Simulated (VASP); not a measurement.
# Si (a cell with a defect) in VASP: single point with PBE

Aim: the single point of Si (a cell with a defect) with PBE.

Program: VASP 6.6.1. These are calculated values, not measurements. Logs are shortened: lines on timing, memory, paths and dates and some standing lists are left out, and cuts for length are marked.

### 1 The cell of the first run

The cell holds a defect, 2 atoms: a = 3.752 Å, b = 3.762 Å, c = 3.966 Å, α = 90.12°, β = 89.89°, γ = 59.88°.

### 2 Single point, PBE

File INCAR:

```
PREC = Accurate
ENCUT = 520
EDIFF = 1E-6
ISMEAR = -1
SIGMA = 0.1
LREAL = F
LASPH = T
NELM = 60
ALGO = Normal
ISIF = 2
LWAVE = F
LCHARG = F
GGA = PE
NBANDS = 11
```

File KPOINTS:

```
Automatic mesh
0
Gamma
  6 6 5
  0 0 0.5
```

File POSCAR:

```
Si
1.0
    1.8703650000      3.2529860000      0.0034690000
   -1.8805050000      3.2588400000     -0.0038630000
    0.0077530000     -0.0002410000      3.9659620000
Si
2
Direct
    0.3403360000      0.2838170000      0.5412920000
    0.6350540000      0.6623030000      0.5659230000
```

Potentials or basis: VASP PAW PBE potentials, release 64 (Si).

The run is started by

```bash
cat potpaw_PBE.64/Si/POTCAR > POTCAR
mpirun -np 1 vasp_std > vasp.out
```

OUTCAR:

```text
PREC = Accurate
   ENCUT = 520
   EDIFF = 1E-6
   ISMEAR = -1
   LREAL = F
   LASPH = T
   NELM = 60
   ISIF = 2
   GGA = PE

 ion  position               nearest neighbor table
   1  0.340  0.284  0.541-   2 2.03   2 2.20   2 2.29
   2  0.635  0.662  0.566-   1 2.03   1 2.20   1 2.29

  LATTYP: Found a triclinic cell.
 ALAT       =     3.7508817343
 B/A-ratio  =     1.0003937426
 C/A-ratio  =     1.0573432772
 COS(alpha) =     0.0018462150
 COS(beta)  =     0.0039097067
 COS(gamma) =     0.4970977421

  Lattice vectors:

 A1 = (   3.7508700000,  -0.0058540000,   0.0073320000)
 A2 = (   1.8703650000,   3.2529860000,   0.0034690000)
 A3 = (   0.0077530000,  -0.0002410000,   3.9659620000)

Analysis of symmetry for initial positions (statically):
=====================================================================
 Subroutine PRICEL returns:
 Original cell was already a primitive cell.

 Routine SETGRP: Setting up the symmetry group for a
 triclinic supercell.

 Subroutine GETGRP returns: Found  2 space group operations
 (whereof  1 operations were pure point group operations)
 out of a pool of  2 trial point group operations.

The static configuration has the point symmetry C_1 .
 The point group associated with its full space group is S_2 .

Analysis of symmetry for dynamics (positions and initial velocities):
=====================================================================
 Subroutine PRICEL returns:
 Original cell was already a primitive cell.

 Routine SETGRP: Setting up the symmetry group for a
 triclinic supercell.

 Subroutine GETGRP returns: Found  2 space group operations
 (whereof  1 operations were pure point group operations)
 out of a pool of  2 trial point group operations.

The dynamic configuration has the point symmetry C_1 .
 The point group associated with its full space group is S_2 .

 Subroutine INISYM returns: Found  2 space group operations
 (whereof  1 operations are pure point group operations),
 and found     1 'primitive' translations

----------------------------------------------------------------------------------------

                                     Primitive cell

  volume of cell :      48.4340

  direct lattice vectors                    reciprocal lattice vectors
     1.870365000  3.252986000  0.003469000     0.266846137  0.153982250 -0.000512296
    -1.880505000  3.258840000 -0.003863000    -0.266366825  0.153152011  0.000530023
     0.007753000 -0.000241000  3.965962000    -0.000492860  0.000014489  0.252146598

  length of vectors
     3.752358616  3.762492807  3.965969585     0.308087092  0.307257392  0.252147080

  position of ions in fractional coordinates (direct lattice)
     0.340336000  0.283817000  0.541292000
     0.635054000  0.662303000  0.565923000

  ion indices of the primitive-cell ions
   primitive index   ion index
                 1           1
                 2           2

----------------------------------------------------------------------------------------

 KPOINTS: Automatic mesh

Automatic generation of k-mesh.
 Grid dimensions read from file:
 generate k-points for:    6    6    5

 Generating k-lattice:

  Cartesian coordinates                     Fractional coordinates (reciprocal lattice)
     0.044474356  0.025663708 -0.000085383     0.166666667 -0.000000000  0.000000000
    -0.044394471  0.025525335  0.000088337     0.000000000  0.166666667  0.000000000
    -0.000098572  0.000002898  0.050429320     0.000000000  0.000000000  0.200000000

  Length of vectors
     0.051347849  0.051209565  0.050429416

  Shift w.r.t. Gamma in fractional coordinates (k-lattice)
     0.000000000  0.000000000  0.500000000

 Subroutine IBZKPT returns following result:
 ===========================================

 Found     92 irreducible k-points:

 Following reciprocal coordinates:
            Coordinates               Weight
 -0.000000 -0.000000  0.100000      2.000000
  0.166667 -0.000000  0.100000      2.000000
  0.333333  0.000000  0.100000      2.000000
  0.500000  0.000000  0.100000      2.000000
 -0.333333  0.000000  0.100000      2.000000
 -0.166667 -0.000000  0.100000      2.000000
[... 16 lines left out ...]
 -0.333333  0.500000  0.100000      2.000000
 -0.166667  0.500000  0.100000      2.000000
 [... further k-points ...]
   k-points           NKPTS =     92   k-points in BZ     NKDIM =     92   number of bands    NBANDS=     11
   number of dos      NEDOS =    301   number of ions     NIONS =      2
   total plane-waves  NPLWV =  23520
   dimension x,y,z NGX =    28 NGY =   28 NGZ =   30
   dimension x,y,z NGXF=    56 NGYF=   56 NGZF=   60
   ions per type =               2
   NGX,Y,Z   is equivalent  to a cutoff of  12.41, 12.37, 12.58 a.u.
   NGXF,Y,Z  is equivalent  to a cutoff of  24.81, 24.74, 25.15 a.u.
 SYSTEM =  unknown system
   PREC   = accura    normal or accurate (medium, high low for compatibility)
   ISTART =      0    job   : 0-new  1-cont  2-samecut
   ICHARG =      2    charge: 1-file 2-atom 10-const
   ISPIN  =      1    spin polarized calculation?
   LNONCOLLINEAR =      F non collinear calculations
   LSORBIT =      F    spin-orbit coupling
   LASPH  =      T    aspherical Exc in radial PAW
   ENCUT  =  520.0 eV  38.22 Ry    6.18 a.u.   6.98  7.00  7.37*2*pi/ulx,y,z
   NELM   =     60;   NELMIN=  2; NELMDL= -5     # of ELM steps
   EDIFF  = 0.1E-05   stopping-criterion for ELM
   LREAL  =      F    real-space projection
   EDIFFG = 0.1E-04   stopping-criterion for IOM
   NSW    =      0    number of steps for IOM
   IBRION =     -1    ionic relax: 0-MD 1-quasi-New 2-CG
   NFREE  =      0    steps in history (QN), initial steepest desc. (CG)
   ISIF   =      2    stress and relaxation
   ISYM   =      2    0-nonsym 1-usesym 2-fastsym
   POTIM  = 0.5000    time-step for ionic-motion
   TEBEG  =    0.0;   TEEND  =   0.0 temperature during run
   PSTRESS=    0.0 pullay stress
   NELECT =       8.0000    total number of electrons
   NUPDOWN=      -1.0000    fix difference up-down
   EMIN   =  10.00;   EMAX   =-10.00  energy-range for DOS
   EFERMI =   0.00;   METHOD = LEGACY
   ISMEAR =    -1;   SIGMA  =   0.10  broadening in eV -4-tet -1-fermi 0-gaus
   EFERMI_NEDOS =   21; number of points for ismear=-14 and -15
   IALGO  =     38    algorithm
   IMIX   =      4    mixing-type and parameters
     AMIX     =   0.40;   BMIX     =  1.00
     AMIX_MAG =   1.60;   BMIX_MAG =  1.00
  volume/ion in A,a.u.               =      24.22       163.42
  Fermi-wavevector in a.u.,A,eV,Ry     =   0.898231  1.697410 10.977433  0.806819
  Thomas-Fermi vector in A             =   2.020914
   LORBIT       =      0    0 simple, 1 ext, 2 COOP (PROOUT), +10 PAW based schemes
   GGA     = PE    functional components
   LHFCALC =     F    Hartree Fock is set to
   AEXX    =    0.0000 exact exchange contribution
   IVDW    =     0    specifies the selected vdW correction
   LEPSILON=     F    determine dielectric tensor
   LRPA    =     F    only Hartree local field effects (RPA)
 non-spin polarized calculation
  energy-cutoff  :      520.00
  volume of cell :       48.43
 maximum number of plane-waves:      1317
   NGX = 13   NGY = 13   NGZ = 15

 number of electron       8.0000000 magnetization

 Free energy of the ion-electron system (eV)
  ---------------------------------------------------
  ext. energy  EPLUGINS =         0.00000000
  ---------------------------------------------------
  free energy    TOTEN  =        -9.05341770 eV

  energy without entropy =       -9.02923803  energy(sigma->0) =       -9.04132786

 E-fermi :   4.1256     XC(G=0):  -8.4846

 val. band max:        4.1089455271   @ k =   0.1667  -0.3333   0.1000
 cond. band min:       4.1421924722   @ k =   0.1667   0.5000   0.1000
 fundamental gap:      0.0332469451
 Fermi energy:         4.1255587942

 k-point     1 :      -0.0000   -0.0000    0.1000
  band No.  band energies     occupation
      1      -7.7819      2.00000
      2       1.8740      2.00000
      3       1.9464      2.00000
      4       3.1386      1.99990
      5       6.2220      0.00000
      6       6.3562      0.00000
      7       7.4425      0.00000
      8       7.4515      0.00000
      9      12.1808      0.00000
     10      12.5330      0.00000
     11      13.4287      0.00000

 k-point     2 :       0.1667   -0.0000    0.1000
  band No.  band energies     occupation
      1      -7.4474      2.00000
      2       0.8806      2.00000
      3       1.7158      2.00000
      4       2.2327      2.00000
      5       5.7112      0.00000
      6       7.7474      0.00000
      7       8.2946      0.00000
      8       8.6262      0.00000
      9      10.3388      0.00000
     10      12.9969      0.00000
     11      14.0020      0.00000

 k-point     3 :       0.3333    0.0000    0.1000
  band No.  band energies     occupation
      1      -6.5087      2.00000
      2      -1.6809      2.00000
      3       1.0085      2.00000
      4       3.0980      1.99993
      5       4.8813      0.00104
      6       7.7390      0.00000
      7       8.7817      0.00000
      8      10.9686      0.00000
      9      11.4137      0.00000
     10      12.2580      0.00000
     11      13.9073      0.00000

 k-point     4 :       0.5000    0.0000    0.1000
  band No.  band energies     occupation
      1      -5.6320      2.00000
      2      -3.1602      2.00000
      3       0.7549      2.00000
      4       3.8632      1.86473
      5       4.5584      0.02604
      6       6.4346      0.00000
      7       9.7889      0.00000
      8      11.3748      0.00000
      9      11.9547      0.00000
     10      13.6414      0.00000
     11      14.5508      0.00000
[... 239 lines left out ...]
 k-point    22 :       0.5000    0.5000    0.1000
  band No.  band energies     occupation
      1      -5.4559      2.00000
      2      -3.5811      2.00000
      3       1.0687      2.00000
      4       4.0344      1.42674
      5       4.7260      0.00492
      6       6.0283      0.00000
      7       9.8861      0.00000
      8      11.0617      0.00000
      9      12.1798      0.00000
     10      13.8631      0.00000
     11      14.1228      0.00000

 k-point    23 :      -0.3333    0.5000    0.1000
  band No.  band energies     occupation
      1      -5.5361      2.00000
      2      -3.2099      2.00000
      3       0.0499      2.00000
      4       4.0020      1.54956
      5       6.2257      0.00000
      6       6.6951      0.00000
      7       9.6536      0.00000
      8      10.3899      0.00000
      9      10.8958      0.00000
     10      12.2753      0.00000
     11      14.7117      0.00000

 k-point    24 :      -0.1667    0.5000    0.1000
  band No.  band energies     occupation
      1      -5.3905      2.00000
      2      -3.5146      2.00000
      3       0.2044      2.00000
      4       4.1593      0.83291
      5       5.9229      0.00000
      6       7.0865      0.00000
      7       9.6867      0.00000
      8       9.9807      0.00000
      9      10.9734      0.00000
     10      12.1216      0.00000
     11      14.8105      0.00000

 [... further k-points ...]
[... 5 lines left out ...]
  --------------------------------------------------------------------------------------
  -------------------------------------------------------------------------------------
  Total        5.6912516      4.3262253      0.2074310     -3.0392585     -0.1212670      0.3912521
  in kB      188.2641942    143.1097011      6.8617302   -100.5373855     -4.0114615     12.9424531
  external PRESSURE =     112.7452085 kB  Pullay stress =       0.0000000 kB

 VOLUME and BASIS-vectors are now :
 -----------------------------------------------------------------------------
  energy-cutoff  :      520.00
  volume of cell :       48.43
      direct lattice vectors                 reciprocal lattice vectors
     1.870365000  3.252986000  0.003469000     0.266846137  0.153982250 -0.000512296
    -1.880505000  3.258840000 -0.003863000    -0.266366825  0.153152011  0.000530023
     0.007753000 -0.000241000  3.965962000    -0.000492860  0.000014489  0.252146598

 POSITION                                       TOTAL-FORCE (eV/Angst)
 -----------------------------------------------------------------------------------
      0.10703      2.03189      2.14683        -3.740624      1.156721     -0.251845
     -0.05329      4.22402      2.24407         3.740624     -1.156721      0.251845
 -----------------------------------------------------------------------------------
    total drift:                               -0.000000     -0.000000     -0.000000

  FREE ENERGIE OF THE ION-ELECTRON SYSTEM (eV)
  ---------------------------------------------------
  free  energy   TOTEN  =        -9.0534176965 eV

  energy  without entropy=       -9.0292380258  energy(sigma->0) =       -9.04132786
```

Run time: 20 s. Hardware: 1 thread of AMD EPYC 9R45 (Zen 5), shared host; peak memory 0.14 GiB.

What came out:

```
Free energy            : -9.0534 eV
Pressure               : 11.3 GPa
Largest force          : 3.923 eV/Å
Band gap on the k mesh : zero (band 4 reaches 4.81 eV, above the bottom of band 5 at 3.27 eV)
```

Forces on the atoms (eV/Å):
```
Si  -3.741  1.157 -0.252
Si   3.741 -1.157  0.252
```

Stress tensor (GPa, compression positive):
```
 18.83 -10.05   1.29
-10.05  14.31  -0.40
  1.29  -0.40   0.69
```

Levels at points of the mesh, in eV from the Fermi level:
| k point | band 1 | band 2 | band 3 | band 4 | band 5 | band 6 | band 7 | band 8 | band 9 |
| --- | --- | --- | --- | --- | --- | --- | --- | --- | --- |
| (0.00, 0.00, 0.50) | -11.55 | -4.49 | -2.06 | -0.80 | 2.34 | 2.93 | 3.61 | 6.19 | 7.67 |
| (0.50, 0.00, 0.50) | -9.43 | -6.93 | -3.17 | -2.30 | 0.05 | 0.90 | 5.91 | 6.64 | 10.41 |
| (0.00, 0.50, 0.50) | -8.76 | -8.09 | -2.62 | -1.79 | -0.85 | 1.46 | 6.18 | 7.21 | 9.55 |
| (0.50, 0.50, 0.50) | -9.25 | -7.36 | -2.84 | -2.15 | -0.30 | 1.06 | 6.08 | 6.90 | 10.00 |
